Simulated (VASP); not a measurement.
# Ta2H in VASP: notebook, part 2 of 2

VASP 6.6.1. The steps go on from the part before.

## 3. Relaxation of the atoms, PBEsol (equal strain along all axes, cell held: -6.0 %)

INCAR

```
SYSTEM = Ta2H
PREC = Accurate ; ENCUT = 520
EDIFF = 1E-6 ; ISMEAR = 0
SIGMA = 0.1 ; LREAL = .False.
LASPH = .True. ; NELM = 100
ALGO = Normal ; ISIF = 2
LWAVE = .False. ; LCHARG = .False.
GGA = PS ; IBRION = 2
NSW = 60 ; EDIFFG = -0.008
```

KPOINTS

```
Automatic mesh
0
Gamma
  12 12 12
  0 0 0
```

POSCAR

```
Ta2H
1.0
    3.1459854656      0.0000000000      0.0000000000
    0.0000000000      3.1459854656      0.0000000000
    0.0000000000      0.0000000000      3.1893871033
Ta H
2 1
Direct
    0.5000000000      0.0000000000      0.7393884077
    0.0000000000      0.5000000000      0.2606115923
    0.0000000000      0.0000000000      0.0000000000
```

Potentials or basis: VASP PAW PBE potentials, release 64 (Ta_pv, H).

On the command line:

```
$ cat potpaw_PBE.64/Ta_pv/POTCAR potpaw_PBE.64/H/POTCAR > POTCAR
$ mpirun -np 1 vasp_std > vasp.out
```

OUTCAR:

```text
SYSTEM = Ta2H
   PREC = Accurate
   ENCUT = 520
   EDIFF = 1E-6
   ISMEAR = 0
   LREAL = .False.
   LASPH = .True.
   NELM = 100
   ISIF = 2
   GGA = PS
   IBRION = 2
   NSW = 60
   EDIFFG = -0.008

 ion  position               nearest neighbor table
   1  0.500  0.000  0.739-   3 1.78   3 1.78   2 2.70   2 2.70   2 2.70   2 2.70   2 2.78   2 2.78
                             2 2.78   2 2.78
   2  0.000  0.500  0.261-   3 1.78   3 1.78   1 2.70   1 2.70   1 2.70   1 2.70   1 2.78   1 2.78
                             1 2.78   1 2.78
   3  0.000  0.000  0.000-   1 1.78   2 1.78   2 1.78   1 1.78

  LATTYP: Found a simple tetragonal cell.
 ALAT       =     3.1459854656
 C/A-ratio  =     1.0137958799

  Lattice vectors:

 A1 = (   3.1459854656,   0.0000000000,   0.0000000000)
 A2 = (   0.0000000000,   3.1459854656,   0.0000000000)
[... 276 lines left out ...]
      4     -25.5856      2.00000
      5     -25.5856      2.00000
      6     -25.5743      2.00000
      7      -4.0799      2.00000
      8       0.8514      2.00000
      9       1.8908      2.00000
     10       7.1819      0.00570
     11       7.1819      0.00570
     12       7.5313      0.00000
     13      10.6743      0.00000
     14      11.0305      0.00000
[... 401 lines left out ...]
      2     -27.1371      2.00000
      3     -26.2697      2.00000
      4     -26.1047      2.00000
      5     -25.8597      2.00000
      6     -25.6021      2.00000
      7      -0.1168      2.00000
      8       2.1439      2.00000
      9       2.4180      2.00000
     10       5.3804      2.00000
     11       5.9675      2.00000
     12       7.3867      0.00000
     13       9.5131      0.00000
     14      11.0065      0.00000
     15      12.0242      0.00000

 [... further k-points ...]

------------------------ aborting loop because EDIFF is reached ----------------------------------------

  FORCE on cell =-STRESS in cart. coord.  units (eV):
  Direction    XX          YY          ZZ          XY          YZ          ZX
  --------------------------------------------------------------------------------------
  -------------------------------------------------------------------------------------
  Total       11.8775328     11.8775328     10.4944876      0.0000000      0.0000000     -0.0000000
  in kB      602.8595742    602.8595742    532.6613236      0.0000000      0.0000000     -0.0000000
  external PRESSURE =     579.4601573 kB  Pullay stress =       0.0000000 kB
[... 18 lines left out ...]
  FREE ENERGIE OF THE ION-ELECTRON SYSTEM (eV)
  ---------------------------------------------------
  free  energy   TOTEN  =       -27.8419576674 eV

  energy  without entropy=      -27.8346887381  energy(sigma->0) =      -27.83832320

 reached required accuracy - stopping structural energy minimisation
```

OSZICAR:

```text
N       E                     dE             d eps       ncg     rms          rms(c)
DAV:   1     0.167091626800E+03    0.16709E+03   -0.13151E+04  5880   0.158E+03
[... 15 lines left out ...]
DAV:   4    -0.278418890165E+02    0.17030E-05   -0.14606E-05  7084   0.314E-02    0.276E-03
DAV:   5    -0.278418888570E+02    0.15946E-06   -0.86025E-07  4641   0.104E-02
   2 F= -.27841889E+02 E0= -.27838236E+02  d E =-.146410E-04
       N       E                     dE             d eps       ncg     rms          rms(c)
DAV:   1    -0.278418684229E+02    0.20594E-04   -0.13866E-02  6048   0.125E+00    0.187E-02
DAV:   2    -0.278419585187E+02   -0.90096E-04   -0.96512E-04  6986   0.323E-01    0.906E-03
DAV:   3    -0.278419576674E+02    0.85126E-06   -0.73648E-06  7427   0.261E-02
   3 F= -.27841958E+02 E0= -.27838323E+02  d E =-.834514E-04
```

CONTCAR:

```text
Ta2H
   1.00000000000000
     3.1459854655999999    0.0000000000000000    0.0000000000000000
     0.0000000000000000    3.1459854655999999    0.0000000000000000
     0.0000000000000000    0.0000000000000000    3.1893871033000001
  Ta              H
     2     1
Direct
     0.5000000000000000    0.0000000000000000    0.7389276681762502
     0.0000000000000000    0.5000000000000000    0.2610723318237497
     0.0000000000000000    0.0000000000000000    0.0000000000000000

  0.00000000E+00  0.00000000E+00  0.00000000E+00
  0.00000000E+00  0.00000000E+00  0.00000000E+00
  0.00000000E+00  0.00000000E+00  0.00000000E+00
```

Wall time 37 s (1 thread of Intel Xeon Platinum 8559C (Emerald Rapids), shared host); peak memory 0.2 GiB.

Results:

- Free energy: -27.8420 eV
- Energy gained by relaxing: 0.0 meV/atom
- Ionic steps: 3
- Pressure after relaxing: 57.9 GPa
- Band gap on the k mesh: zero (an odd number of electrons rules out a gap without spin polarisation)

Stress tensor (GPa, compression positive):
```
60.29  0.00  0.00
 0.00 60.29  0.00
 0.00  0.00 53.27
```

Final structure:
```
Ta H
1.0
     3.14599    0.00000    0.00000
     0.00000    3.14599    0.00000
     0.00000    0.00000    3.18939
Ta H
2 1
Direct
  0.50000 0.00000 0.73893
  0.00000 0.50000 0.26107
  0.00000 0.00000 0.00000
```

Caveat: the cell differs from its parent crystal (equal strain along all axes, cell held: -6.0 %); the PAW data sets were made with another functional, which shifts forces and pressure a little; spin-orbit coupling is left out, which moves the levels of the heavy elements.

## 4. Single point, PBEsol (equal strain along all axes, cell held: +2.0 %, then relaxed in part)

INCAR

```
SYSTEM = Ta2H
PREC = Accurate
ENCUT = 520
EDIFF = 1E-6
ISMEAR = 0
SIGMA = 0.1
LREAL = .FALSE.
LASPH = .TRUE.
NELM = 60
ALGO = Normal
ISIF = 2
LWAVE = .FALSE.
LCHARG = .TRUE.
GGA = PS
LELF = .TRUE.
LVHAR = .TRUE.
NBANDS = 18
```

KPOINTS

```
Automatic mesh
0
G
  12 12 12
  0 0 0
```

POSCAR

```
Ta2H
1.0
    3.4137289095      0.0000000000      0.0000000000
    0.0000000000      3.4137289095      0.0000000000
    0.0000000000      0.0000000000      3.4608243036
Ta H
2 1
Direct
    0.5000000000      0.0000000000      0.7404097094
    0.0000000000      0.5000000000      0.2595902906
    0.0000000000      0.0000000000      0.0000000000
```

Potentials or basis: VASP PAW PBE potentials, release 64 (Ta_pv, H).

On the command line:

```
$ cat potpaw_PBE.64/Ta_pv/POTCAR potpaw_PBE.64/H/POTCAR > POTCAR
$ mpirun -np 1 vasp_std > vasp.out
```

OUTCAR:

```text
SYSTEM = Ta2H
   PREC = Accurate
   ENCUT = 520
   EDIFF = 1E-6
   ISMEAR = 0
   LREAL = .FALSE.
   LASPH = .TRUE.
   NELM = 60
   ISIF = 2
   GGA = PS

 ion  position               nearest neighbor table
   1  0.500  0.000  0.740-   3 1.93   3 1.93   2 2.93   2 2.93   2 2.93   2 2.93   2 3.01   2 3.01
                             2 3.01   2 3.01
   2  0.000  0.500  0.260-   3 1.93   3 1.93   1 2.93   1 2.93   1 2.93   1 2.93   1 3.01   1 3.01
                             1 3.01   1 3.01
   3  0.000  0.000  0.000-   1 1.93   2 1.93   2 1.93   1 1.93

  LATTYP: Found a simple tetragonal cell.
 ALAT       =     3.4137289095
 C/A-ratio  =     1.0137958799

  Lattice vectors:

 A1 = (   3.4137289095,   0.0000000000,   0.0000000000)
 A2 = (   0.0000000000,   3.4137289095,   0.0000000000)
 A3 = (   0.0000000000,   0.0000000000,   3.4608243036)

Analysis of symmetry for initial positions (statically):
=====================================================================
 Subroutine PRICEL returns:
 Original cell was already a primitive cell.

 Routine SETGRP: Setting up the symmetry group for a
 simple tetragonal supercell.

[... 170 lines left out ...]

 val. band max:        4.9552082788   @ k =   0.4167   0.0833   0.1667
 cond. band min:       4.9653713320   @ k =   0.1667   0.0000   0.0000
 fundamental gap:      0.0101630532
 Fermi energy:         4.9615496783

 k-point     1 :       0.0000    0.0000    0.0000
  band No.  band energies     occupation
      1     -29.2029      2.00000
      2     -29.1999      2.00000
      3     -29.1999      2.00000
      4     -28.5953      2.00000
      5     -28.5953      2.00000
      6     -28.5905      2.00000
[... 481 lines left out ...]
      5     -28.7497      2.00000
      6     -28.5747      2.00000
[... 10 lines left out ...]
     17       9.9215      0.00000
     18      11.1375      0.00000

 [... further k-points ...]

------------------------ aborting loop because EDIFF is reached ----------------------------------------

  FORCE on cell =-STRESS in cart. coord.  units (eV):
  Direction    XX          YY          ZZ          XY          YZ          ZX
  --------------------------------------------------------------------------------------
  -------------------------------------------------------------------------------------
  Total       -2.9589673     -2.9589673     -2.7032565      0.0000000      0.0000000      0.0000000
  in kB     -117.5474288   -117.5474288   -107.3891064      0.0000000      0.0000000      0.0000000
  external PRESSURE =    -114.1613214 kB  Pullay stress =       0.0000000 kB

 VOLUME and BASIS-vectors are now :
 -----------------------------------------------------------------------------
  energy-cutoff  :      520.00
  volume of cell :       40.33
      direct lattice vectors                 reciprocal lattice vectors
     3.413728910  0.000000000  0.000000000     0.292934801  0.000000000  0.000000000
     0.000000000  3.413728910  0.000000000     0.000000000  0.292934801  0.000000000
     0.000000000  0.000000000  3.460824304     0.000000000  0.000000000  0.288948503

 POSITION                                       TOTAL-FORCE (eV/Angst)
 -----------------------------------------------------------------------------------
      1.70686      0.00000      2.56243         0.000000     -0.000000     -0.011894
      0.00000      1.70686      0.89840        -0.000000      0.000000      0.011894
      0.00000      0.00000      0.00000        -0.000000     -0.000000      0.000000
 -----------------------------------------------------------------------------------
    total drift:                                0.000000      0.000000     -0.000000

  FREE ENERGIE OF THE ION-ELECTRON SYSTEM (eV)
  ---------------------------------------------------
  free  energy   TOTEN  =       -28.7692065164 eV

  energy  without entropy=      -28.7599517088  energy(sigma->0) =      -28.76457911
```

OSZICAR:

```text
N       E                     dE             d eps       ncg     rms          rms(c)
DAV:   1     0.168994700250E+03    0.16899E+03   -0.12620E+04  7064   0.125E+03
DAV:   2    -0.259146799054E+02   -0.19491E+03   -0.19193E+03  8420   0.366E+02
DAV:   3    -0.303379335552E+02   -0.44233E+01   -0.43657E+01  8760   0.512E+01
DAV:   4    -0.303725028439E+02   -0.34569E-01   -0.34492E-01  8106   0.463E+00
DAV:   5    -0.303727430387E+02   -0.24019E-03   -0.24017E-03  8128   0.379E-01    0.203E+01
DAV:   6    -0.290779966722E+02    0.12947E+01   -0.17510E+00  7964   0.104E+01    0.929E+00
DAV:   7    -0.287748844304E+02    0.30311E+00   -0.11395E+00  8460   0.782E+00    0.664E-01
DAV:   8    -0.287695295738E+02    0.53549E-02   -0.29892E-02  7642   0.131E+00    0.336E-01
DAV:   9    -0.287692203482E+02    0.30923E-03   -0.14307E-03  8040   0.286E-01    0.950E-02
DAV:  10    -0.287692065444E+02    0.13804E-04   -0.16192E-04  7902   0.111E-01    0.205E-02
DAV:  11    -0.287692065164E+02    0.28020E-07   -0.59329E-06  8576   0.212E-02
   1 F= -.28769207E+02 E0= -.28764579E+02  d E =-.925481E-02
```

Wall time 56 s (1 thread of AMD EPYC 9R45 (Zen 5), shared host); peak memory 0.23 GiB.

Results:

| Quantity | Value |
| --- | --- |
| Free energy | -28.7692 eV |
| Pressure | -11.4 GPa |
| Largest force | 0.012 eV/Å |
| Band gap on the k mesh | zero (an odd number of electrons rules out a gap without spin polarisation) |

Forces on the atoms (eV/Å):
```
Ta   0.000  0.000 -0.012
Ta   0.000  0.000  0.012
H    0.000  0.000  0.000
```

Caveat: the cell differs from its parent crystal (equal strain along all axes, cell held: +2.0 %, then relaxed in part); the cell stands under tension; the PAW data sets were made with another functional, which shifts forces and pressure a little; spin-orbit coupling is left out, which moves the levels of the heavy elements.

## 5. Single point, PBEsol (equal strain along all axes, cell held: +4.0 %, then relaxed in part)

INCAR

```
ALGO = Normal ; EDIFF = 1E-6
ENCUT = 520 ; GGA = PS
ISIF = 2 ; ISMEAR = 0
LASPH = T ; LCHARG = F
LREAL = F ; LWAVE = F
NBANDS = 18 ; NELM = 100
PREC = Accurate ; SIGMA = 0.1
```

KPOINTS

```
k-points
0
Gamma
  12 12 12
```

POSCAR

```
Ta2H
1.0
    3.4806647704      0.0000000000      0.0000000000
    0.0000000000      3.4806647704      0.0000000000
    0.0000000000      0.0000000000      3.5286836037
Ta H
2 1
Direct
    0.5000000000      0.0000000000      0.7408709768
    0.0000000000      0.5000000000      0.2591290232
    0.0000000000      0.0000000000      0.0000000000
```

On the command line:

```
$ cat potpaw_PBE.64/Ta_pv/POTCAR potpaw_PBE.64/H/POTCAR > POTCAR
$ mpirun -np 1 vasp_std > vasp.out
```

Wall time 54 s (1 thread of AMD EPYC 9R45 (Zen 5), shared host); peak memory 0.23 GiB.

Results (log left out):

```
Free energy            : -28.5296 eV
Pressure               : -20.2 GPa
Largest force          : 0.011 eV/Å
Band gap on the k mesh : zero (an odd number of electrons rules out a gap without spin polarisation)
```

Forces on the atoms (eV/Å):
```
Ta   0.000  0.000 -0.011
Ta   0.000  0.000  0.011
H    0.000  0.000  0.000
```

Stress tensor (GPa, compression positive):
```
-20.78   0.00   0.00
  0.00 -20.78   0.00
  0.00   0.00 -18.97
```

Levels at points of the mesh, in eV from the Fermi level:
```csv
k point,band 9,band 10,band 11,band 12,band 13,band 14,band 15,band 16
"(0.00, 0.00, 0.00)",-3.29,0.26,0.26,0.53,2.78,3.03,4.10,5.26
"(0.50, 0.00, 0.00)",-1.30,-0.72,-0.35,0.72,0.90,0.95,2.11,2.59
"(0.50, 0.50, 0.00)",-4.06,-1.32,-0.68,0.99,2.98,2.98,3.74,3.74
"(0.00, 0.00, 0.50)",-1.70,-1.14,0.46,0.46,1.06,1.06,2.33,2.72
"(0.50, 0.00, 0.50)",-1.62,-1.25,-0.95,0.69,2.70,2.76,3.66,3.81
"(0.50, 0.50, 0.50)",-1.48,-1.37,-1.26,-1.05,3.67,3.67,3.92,3.92
```

Caveat: the cell differs from its parent crystal (equal strain along all axes, cell held: +4.0 %, then relaxed in part); the cell stands under tension; the PAW data sets were made with another functional, which shifts forces and pressure a little; spin-orbit coupling is left out, which moves the levels of the heavy elements.

## 6. The runs side by side

| task | potentials or basis | cell | cutoff (eV) | gap on the mesh (eV) | pressure (GPa) | largest force (eV/Å) |
| --- | --- | --- | --- | --- | --- | --- |
| single point | VASP PAW PBE potentials, release 64 (Ta_sv_GW, H) | a = 3.481, b = 3.313, c = 3.359 Å, 3 atoms, atomic positions A | 500 | none | -5.2 | 0.15 |
| relaxation of the atoms | VASP PAW PBE potentials, release 64 (Ta_pv, H) | atoms relaxed from a = 3.146, b = 3.146, c = 3.189 Å, 3 atoms, atomic positions B | 520 | none | 57.9 | - |
| single point | VASP PAW PBE potentials, release 64 (Ta_pv, H) | a = 3.414, b = 3.414, c = 3.461 Å, 3 atoms, atomic positions C | 520 | none | -11.4 | 0.01 |
| single point | VASP PAW PBE potentials, release 64 (Ta_pv, H) | a = 3.481, b = 3.481, c = 3.529 Å, 3 atoms, atomic positions D | 520 | none | -20.2 | 0.01 |

Alike in all rows: level PBEsol; no spin polarisation; k mesh 12 × 12 × 12; smearing gaussian 0.1 eV.

Caveats: the PAW data sets were made with another functional, which shifts forces and pressure a little; spin-orbit coupling is left out, which moves the levels of the heavy elements; the cell stands under tension (at least some runs); the stress differs along the axes, from -10 to -3 GPa (at least some runs).

Total energies depend on the potentials used, so only differences within one code and one set of settings carry meaning.
